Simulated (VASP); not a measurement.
## Au: single point with PBE

The system is Au.

```
CELL_PARAMETERS angstrom
0.00000 1.97288 1.97288
1.97288 0.00000 1.97288
1.97288 1.97288 0.00000
ATOMIC_POSITIONS crystal
Au 0.00000 0.00000 0.00000
```

This cell differs from its parent crystal: Os replaced by Au, lengths x 0.967, strained.

```yaml
Program: VASP 6.6.1
Task: single point
Functional: PBE
Potentials_or_basis: VASP PAW PBE potentials, release 64 (Au)
Cutoff: 500 eV
k_mesh: 8 × 8 × 8
Occupations: gaussian, width 0.1 eV
Spin: no spin polarisation
```

```
Pressure : 35.8 GPa
```

Levels at points of the mesh, in eV from the Fermi level:
| k point | band 3 | band 4 | band 5 | band 6 | band 7 | band 8 | band 9 | band 10 |
| --- | --- | --- | --- | --- | --- | --- | --- | --- |
| (0.00, 0.00, 0.00) | -5.34 | -5.34 | -3.52 | -3.52 | 14.26 | 18.87 | 18.87 | 18.87 |
| (0.50, 0.00, 0.00) | -5.39 | -2.08 | -2.08 | -1.51 | 3.64 | 13.74 | 17.84 | 17.84 |
| (0.50, 0.50, 0.00) | -2.13 | -1.69 | -1.69 | 0.67 | 6.64 | 10.25 | 10.25 | 18.34 |

Wall time 8.1 s on 1 thread of Intel Xeon 8259CL, on a shared host, peak memory 0.13 GiB.

Caveat: the cell differs from its parent crystal (Os replaced by Au, lengths x 0.967, strained); spin-orbit coupling is left out, which moves the levels of the heavy elements.
